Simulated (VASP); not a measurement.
# TaN (P-6m2) in VASP: further runs

The runs below take TaN through electric field gradients, with PBEsol.

Everything below comes from runs of VASP 6.6.1. Logs are shortened: lines on timing, memory, paths and dates and some standing lists are left out, and cuts for length are marked.

### Step 1. The cell of the first run

It takes space group P-6m2 (No. 187, hexagonal). Conventional cell: a = 2.948 Å, b = 2.948 Å, c = 2.893 Å, α = 90.00°, β = 90.00°, γ = 120.00°. Within 3.0 Å of Ta (site symmetry -6m2) lie 6 N at 2.23 Å and 8 Ta at 2.89 to 2.95 Å. N (site symmetry -6m2) has 6 Ta at 2.23 Å and 8 N at 2.89 to 2.95 Å within 3.0 Å.

### Step 2. Electric field gradients, PBEsol (volume scaled by 1.01)

INCAR reads:

```
SYSTEM = TaN
ALGO     = Normal         ! electronic algorithm
EDIFF    = 1E-8           ! SCF threshold, eV
ENCUT    = 520            ! plane-wave cutoff, eV
GGA      = PS             ! functional
ISIF     = 2              ! what is computed and relaxed
ISMEAR   = -1             ! smearing method
LASPH    = .TRUE.         ! aspherical terms in the spheres
LCHARG   = .FALSE.        ! write CHGCAR
LEFG     = .TRUE.       
LREAL    = .FALSE.        ! projectors in reciprocal space
LWAVE    = .FALSE.        ! write WAVECAR
NBANDS   = 15             ! bands
NELM     = 60             ! most SCF steps
PREC     = Accurate       ! precision mode
SIGMA    = 0.02           ! smearing width, eV
```

KPOINTS reads:

```
k-points
0
G
  12 12 10
  0 0 0
```

POSCAR reads:

```
TaN
1.0
    2.9477597236      0.0000000000      0.0000000000
   -1.4738798618      2.5528348050      0.0000000000
    0.0000000000      0.0000000000      2.8925781435
Ta N
1 1
Direct
    0.3333333333      0.6666666667      0.5000000000
    0.0000000000      0.0000000000      0.0000000000
```

Potentials or basis: VASP PAW PBE potentials, release 64 (Ta_pv, N).

Command:

```sh
$ cat potpaw_PBE.64/Ta_pv/POTCAR potpaw_PBE.64/N/POTCAR > POTCAR
$ mpirun -np 1 vasp_std > vasp.out
```

OUTCAR:

```text
SYSTEM = TaN
   EDIFF = 1E-8
   ENCUT = 520
   GGA = PS
   ISIF = 2
   ISMEAR = -1
   LASPH = .TRUE.
   LREAL = .FALSE.
   NELM = 60
   PREC = Accurate

 ion  position               nearest neighbor table
   1  0.333  0.667  0.500-   2 2.23   2 2.23   2 2.23   2 2.23   2 2.23   2 2.23
   2  0.000  0.000  0.000-   1 2.23   1 2.23   1 2.23   1 2.23   1 2.23   1 2.23

  LATTYP: Found a hexagonal cell.
 ALAT       =     2.9477597236
 C/A-ratio  =     0.9812801635

  Lattice vectors:

 A1 = (   2.9477597236,   0.0000000000,   0.0000000000)
 A2 = (  -1.4738798618,   2.5528348050,   0.0000000000)
 A3 = (   0.0000000000,   0.0000000000,   2.8925781435)

Analysis of symmetry for initial positions (statically):
=====================================================================
 Subroutine PRICEL returns:
 Original cell was already a primitive cell.

 Routine SETGRP: Setting up the symmetry group for a
 hexagonal supercell.

 Subroutine GETGRP returns: Found 12 space group operations
 (whereof 12 operations were pure point group operations)
 out of a pool of 24 trial point group operations.

The static configuration has the point symmetry D_3h.

Analysis of symmetry for dynamics (positions and initial velocities):
=====================================================================
 Subroutine PRICEL returns:
 Original cell was already a primitive cell.

 Routine SETGRP: Setting up the symmetry group for a
 hexagonal supercell.

 Subroutine GETGRP returns: Found 12 space group operations
 (whereof 12 operations were pure point group operations)
 out of a pool of 24 trial point group operations.

The dynamic configuration has the point symmetry D_3h.

 Subroutine INISYM returns: Found 12 space group operations
 (whereof 12 operations are pure point group operations),
 and found     1 'primitive' translations

----------------------------------------------------------------------------------------

                                     Primitive cell

  volume of cell :      21.7671

  direct lattice vectors                    reciprocal lattice vectors
     2.947759724  0.000000000  0.000000000     0.339240676  0.195860695  0.000000000
    -1.473879862  2.552834805  0.000000000     0.000000000  0.391721391  0.000000000
     0.000000000  0.000000000  2.892578144     0.000000000  0.000000000  0.345712354

  length of vectors
     2.947759724  2.947759724  2.892578144     0.391721391  0.391721391  0.345712354

  position of ions in fractional coordinates (direct lattice)
     0.333333333  0.666666667  0.500000000
     0.000000000  0.000000000  0.000000000

  ion indices of the primitive-cell ions
   primitive index   ion index
                 1           1
                 2           2

----------------------------------------------------------------------------------------

 KPOINTS: k-points

Automatic generation of k-mesh.
 Grid dimensions read from file:
 generate k-points for:   12   12   10

 Generating k-lattice:

  Cartesian coordinates                     Fractional coordinates (reciprocal lattice)
     0.028270056  0.016321725  0.000000000     0.083333333 -0.000000000  0.000000000
     0.000000000  0.032643449  0.000000000     0.000000000  0.083333333  0.000000000
     0.000000000  0.000000000  0.034571235     0.000000000  0.000000000  0.100000000

  Length of vectors
     0.032643449  0.032643449  0.034571235

  Shift w.r.t. Gamma in fractional coordinates (k-lattice)
     0.000000000  0.000000000  0.000000000

 Subroutine IBZKPT returns following result:
 ===========================================

 Found    114 irreducible k-points:

 Following reciprocal coordinates:
            Coordinates               Weight
  0.000000  0.000000  0.000000      1.000000
  0.083333  0.000000  0.000000      6.000000
  0.166667  0.000000  0.000000      6.000000
  0.250000  0.000000  0.000000      6.000000
  0.333333  0.000000  0.000000      6.000000
  0.416667  0.000000  0.000000      6.000000
[... 16 lines left out ...]
  0.250000  0.000000  0.100000     12.000000
  0.333333  0.000000  0.100000     12.000000
 [... further k-points ...]
   k-points           NKPTS =    114   k-points in BZ     NKDIM =    114   number of bands    NBANDS=     15
   number of dos      NEDOS =    301   number of ions     NIONS =      2
   total plane-waves  NPLWV =  13824
   dimension x,y,z NGX =    24 NGY =   24 NGZ =   24
   dimension x,y,z NGXF=    48 NGYF=   48 NGZF=   48
   ions per type =               1   1
   NGX,Y,Z   is equivalent  to a cutoff of  13.54, 13.54, 13.79 a.u.
   NGXF,Y,Z  is equivalent  to a cutoff of  27.07, 27.07, 27.59 a.u.
 SYSTEM =  TaN
   PREC   = accura    normal or accurate (medium, high low for compatibility)
   ISTART =      0    job   : 0-new  1-cont  2-samecut
   ICHARG =      2    charge: 1-file 2-atom 10-const
   ISPIN  =      1    spin polarized calculation?
   LNONCOLLINEAR =      F non collinear calculations
   LSORBIT =      F    spin-orbit coupling
   LASPH  =      T    aspherical Exc in radial PAW
   ENCUT  =  520.0 eV  38.22 Ry    6.18 a.u.   5.48  5.48  5.38*2*pi/ulx,y,z
   NELM   =     60;   NELMIN=  2; NELMDL= -5     # of ELM steps
   EDIFF  = 0.1E-07   stopping-criterion for ELM
   LREAL  =      F    real-space projection
   EDIFFG = 0.1E-06   stopping-criterion for IOM
   NSW    =      0    number of steps for IOM
   IBRION =     -1    ionic relax: 0-MD 1-quasi-New 2-CG
   NFREE  =      0    steps in history (QN), initial steepest desc. (CG)
   ISIF   =      2    stress and relaxation
   ISYM   =      2    0-nonsym 1-usesym 2-fastsym
   POTIM  = 0.5000    time-step for ionic-motion
   TEBEG  =    0.0;   TEEND  =   0.0 temperature during run
   PSTRESS=    0.0 pullay stress
   NELECT =      16.0000    total number of electrons
   NUPDOWN=      -1.0000    fix difference up-down
   EMIN   =  10.00;   EMAX   =-10.00  energy-range for DOS
   EFERMI =   0.00;   METHOD = LEGACY
   ISMEAR =    -1;   SIGMA  =   0.02  broadening in eV -4-tet -1-fermi 0-gaus
   EFERMI_NEDOS =   21; number of points for ismear=-14 and -15
   IALGO  =     38    algorithm
   IMIX   =      4    mixing-type and parameters
     AMIX     =   0.40;   BMIX     =  1.00
     AMIX_MAG =   1.60;   BMIX_MAG =  1.00
  volume/ion in A,a.u.               =      10.88        73.45
  Fermi-wavevector in a.u.,A,eV,Ry     =   1.477457  2.791989 29.699876  2.182879
  Thomas-Fermi vector in A             =   2.591859
   LORBIT       =      0    0 simple, 1 ext, 2 COOP (PROOUT), +10 PAW based schemes
   GGA     = PS    functional components
   LHFCALC =     F    Hartree Fock is set to
   AEXX    =    0.0000 exact exchange contribution
   IVDW    =     0    specifies the selected vdW correction
   LEPSILON=     F    determine dielectric tensor
   LRPA    =     F    only Hartree local field effects (RPA)
 non-spin polarized calculation
  energy-cutoff  :      520.00
  volume of cell :       21.77
 maximum number of plane-waves:       611
 NGX is ok and might be reduce to    24
   NGX = 11   NGY = 11   NGZ = 11

 number of electron      16.0000001 magnetization

 Free energy of the ion-electron system (eV)
  ---------------------------------------------------
  ext. energy  EPLUGINS =         0.00000000
  ---------------------------------------------------
  free energy    TOTEN  =       -23.79556146 eV

  energy without entropy =      -23.79546069  energy(sigma->0) =      -23.79551107

 E-fermi :   8.0871     XC(G=0): -13.4510

 val. band max:        7.9712648760   @ k =   0.0000   0.0000   0.4000
 cond. band min:       8.1292770651   @ k =   0.0833   0.0000   0.5000
 fundamental gap:      0.1580121890
 Fermi energy:         8.0871493901

 k-point     1 :       0.0000    0.0000    0.0000
  band No.  band energies     occupation
      1     -26.8202      2.00000
      2     -26.5581      2.00000
      3     -26.5581      2.00000
      4      -9.6725      2.00000
      5       3.4694      2.00000
      6       3.4694      2.00000
      7       3.8084      2.00000
      8       5.0911      2.00000
      9      10.1277      0.00000
     10      11.5405      0.00000
     11      11.5405      0.00000
     12      11.9106      0.00000
     13      11.9106      0.00000
     14      20.9290      0.00000
     15      21.3806      0.00000
[... 397 lines left out ...]
 k-point    24 :       0.3333    0.0000    0.1000
  band No.  band energies     occupation
      1     -27.3127      2.00000
      2     -26.7979      2.00000
      3     -26.7207      2.00000
      4      -7.9383      2.00000
      5       0.4736      2.00000
      6       2.9968      2.00000
      7       4.3630      2.00000
      8       5.2997      2.00000
      9      10.6121      0.00000
     10      10.9114      0.00000
     11      12.4618      0.00000
     12      12.9393      0.00000
     13      14.9720      0.00000
     14      20.9448      0.00000
     15      21.3611      0.00000

 [... further k-points ...]
[... 5 lines left out ...]
  --------------------------------------------------------------------------------------
  -------------------------------------------------------------------------------------
  Total       -0.9906448     -0.9906448     -1.0587099      0.0000000      0.0000000      0.0000000
  in kB      -72.9169793    -72.9169793    -77.9269497      0.0000000      0.0000000      0.0000000
  external PRESSURE =     -74.5869694 kB  Pullay stress =       0.0000000 kB

 VOLUME and BASIS-vectors are now :
 -----------------------------------------------------------------------------
  energy-cutoff  :      520.00
  volume of cell :       21.77
      direct lattice vectors                 reciprocal lattice vectors
     2.947759724  0.000000000  0.000000000     0.339240676  0.195860695  0.000000000
    -1.473879862  2.552834805  0.000000000     0.000000000  0.391721391  0.000000000
     0.000000000  0.000000000  2.892578144     0.000000000  0.000000000  0.345712354

 POSITION                                       TOTAL-FORCE (eV/Angst)
 -----------------------------------------------------------------------------------
     -0.00000      1.70189      1.44629         0.000000     -0.000000      0.000000
      0.00000      0.00000      0.00000        -0.000000      0.000000      0.000000
 -----------------------------------------------------------------------------------
    total drift:                                0.000000     -0.000000     -0.000000

  FREE ENERGIE OF THE ION-ELECTRON SYSTEM (eV)
  ---------------------------------------------------
  free  energy   TOTEN  =       -23.7955614604 eV

  energy  without entropy=      -23.7954606880  energy(sigma->0) =      -23.79551107

 Electric field gradients (V/A^2)
---------------------------------------------------------------------
 ion       V_xx      V_yy      V_zz      V_xy      V_xz      V_yz
---------------------------------------------------------------------
   1     -10.328   -10.327    20.655     0.000     0.000    -0.000
   2      -0.266    -0.265     0.531     0.001     0.000    -0.000
---------------------------------------------------------------------

 Electric field gradients after diagonalization (V/A^2)
 (convention: |V_zz| > |V_xx| > |V_yy|)
----------------------------------------------------------------------
 ion       V_xx      V_yy      V_zz     asymmetry (V_yy - V_xx)/ V_zz
----------------------------------------------------------------------
   1     -10.328   -10.327    20.655       0.000
   2      -0.266    -0.264     0.531       0.004
----------------------------------------------------------------------

           NMR quadrupolar parameters

 Cq : quadrupolar parameter    Cq=e*Q*V_zz/h
 eta: asymmetry parameters     (V_yy - V_xx)/ V_zz
 Q  : nuclear electric quadrupole moment in mb (millibarn)
----------------------------------------------------------------------
 ion       Cq(MHz)       eta       Q (mb)
----------------------------------------------------------------------
   1       0.050       0.000       1.000
   2       0.001       0.004       1.000
----------------------------------------------------------------------
```

It took 51 s on 1 thread of AMD EPYC 7R13, shared host; peak memory 0.14 GiB.

Results:

- Free energy: -23.7956 eV
- Pressure: -7.5 GPa
- Band gap on the k mesh: zero (band 8 reaches 8.38 eV, above the bottom of band 9 at 7.89 eV)

Levels at points of the mesh, in eV from the Fermi level:
| k point | band 5 | band 6 | band 7 | band 8 | band 9 | band 10 | band 11 | band 12 |
| --- | --- | --- | --- | --- | --- | --- | --- | --- |
| (0.00, 0.00, 0.00) | -4.62 | -4.62 | -4.28 | -3.00 | 2.04 | 3.45 | 3.45 | 3.82 |
| (0.50, 0.00, 0.00) | -8.36 | -5.25 | -3.56 | -3.25 | 2.85 | 3.89 | 5.05 | 5.13 |
| (0.00, 0.00, 0.50) | -9.42 | -3.81 | -3.81 | -0.20 | -0.20 | 2.31 | 3.17 | 3.17 |
| (0.50, 0.00, 0.50) | -7.38 | -6.26 | -5.74 | -0.47 | 3.99 | 5.19 | 5.88 | 6.90 |

Electric field gradients, principal values (V/Å²):
```csv
atom,least,middle,greatest (by size)
1 Ta,-10.327,-10.328,20.655
2 N,-0.264,-0.266,0.531
```

Caveat: without QUAD_EFG the Cq values of the log hold for a quadrupole moment of 1 mb, not for the nuclei; the PAW data sets were made with another functional, which shifts forces and pressure a little; spin-orbit coupling is left out, which moves the levels of the heavy elements.

### Step 3. Electric field gradients, PBEsol (volume scaled by 1.04)

INCAR reads:

```
SYSTEM = TaN
PREC     = Accurate       ! precision mode
ENCUT    = 520            ! plane-wave cutoff, eV
EDIFF    = 1E-8           ! SCF threshold, eV
ISMEAR   = -1             ! smearing method
SIGMA    = 0.02           ! smearing width, eV
LREAL    = .FALSE.        ! projectors in reciprocal space
LASPH    = .TRUE.         ! aspherical terms in the spheres
NELM     = 100            ! most SCF steps
ALGO     = Normal         ! electronic algorithm
ISIF     = 2              ! what is computed and relaxed
LWAVE    = .FALSE.        ! write WAVECAR
LCHARG   = .FALSE.        ! write CHGCAR
GGA      = PS             ! functional
LEFG     = .TRUE.       
NBANDS   = 15             ! bands
```

KPOINTS reads:

```
regular mesh
0
G
  12 12 10
  0 0 0
```

POSCAR reads:

```
TaN
1.0
    2.9766611718      0.0000000000      0.0000000000
   -1.4883305859      2.5778641933      0.0000000000
    0.0000000000      0.0000000000      2.9209385612
Ta N
1 1
Direct
    0.3333333333      0.6666666667      0.5000000000
    0.0000000000      0.0000000000      0.0000000000
```

Potentials or basis: VASP PAW PBE potentials, release 64 (Ta_pv, N).

Command:

```sh
$ cat potpaw_PBE.64/Ta_pv/POTCAR potpaw_PBE.64/N/POTCAR > POTCAR
$ mpirun -np 1 vasp_std > vasp.out
```

OUTCAR:

```text
SYSTEM = TaN
   PREC = Accurate
   ENCUT = 520
   EDIFF = 1E-8
   ISMEAR = -1
   LREAL = .FALSE.
   LASPH = .TRUE.
   NELM = 100
   ISIF = 2
   GGA = PS

 ion  position               nearest neighbor table
   1  0.333  0.667  0.500-   2 2.26   2 2.26   2 2.26   2 2.26   2 2.26   2 2.26
   2  0.000  0.000  0.000-   1 2.26   1 2.26   1 2.26   1 2.26   1 2.26   1 2.26

  LATTYP: Found a hexagonal cell.
 ALAT       =     2.9766611718
 C/A-ratio  =     0.9812801635

  Lattice vectors:

 A1 = (   2.9766611718,   0.0000000000,   0.0000000000)
 A2 = (  -1.4883305859,   2.5778641933,   0.0000000000)
[... 645 lines left out ...]
  free  energy   TOTEN  =       -23.7471060201 eV

  energy  without entropy=      -23.7470039435  energy(sigma->0) =      -23.74705498

 Electric field gradients (V/A^2)
---------------------------------------------------------------------
 ion       V_xx      V_yy      V_zz      V_xy      V_xz      V_yz
---------------------------------------------------------------------
   1     -12.057   -12.057    24.113     0.000     0.000    -0.000
   2      -0.477    -0.476     0.954     0.001     0.000     0.000
---------------------------------------------------------------------

 Electric field gradients after diagonalization (V/A^2)
 (convention: |V_zz| > |V_xx| > |V_yy|)
----------------------------------------------------------------------
 ion       V_xx      V_yy      V_zz     asymmetry (V_yy - V_xx)/ V_zz
----------------------------------------------------------------------
   1     -12.057   -12.056    24.113       0.000
   2      -0.478    -0.476     0.954       0.002
----------------------------------------------------------------------

           NMR quadrupolar parameters

 Cq : quadrupolar parameter    Cq=e*Q*V_zz/h
 eta: asymmetry parameters     (V_yy - V_xx)/ V_zz
 Q  : nuclear electric quadrupole moment in mb (millibarn)
----------------------------------------------------------------------
 ion       Cq(MHz)       eta       Q (mb)
----------------------------------------------------------------------
   1       0.058       0.000       1.000
   2       0.002       0.002       1.000
----------------------------------------------------------------------
```

OSZICAR:

```text
N       E                     dE             d eps       ncg     rms          rms(c)
DAV:   1     0.878412775088E+02    0.87841E+02   -0.87685E+03  3428   0.112E+03
DAV:   2    -0.233467305189E+02   -0.11119E+03   -0.10458E+03  4134   0.302E+02
DAV:   3    -0.261136638880E+02   -0.27669E+01   -0.27528E+01  3868   0.442E+01
DAV:   4    -0.261252375903E+02   -0.11574E-01   -0.11571E-01  4484   0.311E+00
DAV:   5    -0.261253093261E+02   -0.71736E-04   -0.71734E-04  3924   0.230E-01    0.220E+01
DAV:   6    -0.238793282952E+02    0.22460E+01   -0.35765E+00  4484   0.224E+01    0.929E+00
DAV:   7    -0.237859224096E+02    0.93406E-01   -0.52232E-01  4001   0.591E+00    0.644E+00
DAV:   8    -0.237546678569E+02    0.31255E-01   -0.18686E-01  4120   0.355E+00    0.138E+00
DAV:   9    -0.237472635445E+02    0.74043E-02   -0.16922E-02  3966   0.106E+00    0.210E-01
DAV:  10    -0.237471707691E+02    0.92775E-04   -0.10279E-03  4239   0.372E-01    0.924E-02
DAV:  11    -0.237471057623E+02    0.65007E-04   -0.77268E-05  4043   0.947E-02    0.139E-02
DAV:  12    -0.237471060245E+02   -0.26224E-06   -0.10604E-05  3749   0.275E-02    0.377E-03
DAV:  13    -0.237471060201E+02    0.43719E-08   -0.36562E-08  4407   0.186E-03
   1 F= -.23747106E+02 E0= -.23747055E+02  d E =-.102077E-03
```

stdout:

```text
POSCAR found type information on POSCAR TaN
 POSCAR found :  2 types and       2 ions
 scaLAPACK will be used
 -----------------------------------------------------------------------------
|                                                                             |
|                                                                             |
|     You enforced a specific xc type in the INCAR file but a different       |
|     I HOPE YOU KNOW WHAT YOU ARE DOING!                                     |
|                                                                             |
 -----------------------------------------------------------------------------

 LDA part: xc-table for (Slater+PW92), standard interpolation
 POSCAR, INCAR and KPOINTS ok, starting setup
 FFT: planning ... GRIDC
 FFT: planning ... GRID_SOFT
 FFT: planning ... GRID
 WAVECAR not read
 entering main loop
ion   1

ion   2
```

Wall time 44 s (1 thread of AMD EPYC 7R13, shared host); peak memory 0.14 GiB.

What came out:

```yaml
Free_energy: -23.7471 eV
Pressure: -16.6 GPa
Band_gap_on_the_k_mesh: zero (band 8 reaches 8.07 eV, above the bottom of band 9 at 7.59 eV)
```

Stress tensor (GPa, compression positive):
```
-16.04   0.00   0.00
  0.00 -16.04   0.00
  0.00   0.00 -17.61
```

Electric field gradients, principal values (V/Å²):
| atom | least | middle | greatest (by size) |
| --- | --- | --- | --- |
| 1 Ta | -12.056 | -12.057 | 24.113 |
| 2 N | -0.476 | -0.478 | 0.954 |

Caveat: without QUAD_EFG the Cq values of the log hold for a quadrupole moment of 1 mb, not for the nuclei; the PAW data sets were made with another functional, which shifts forces and pressure a little; spin-orbit coupling is left out, which moves the levels of the heavy elements.

(Continued in part 2 of 2.)
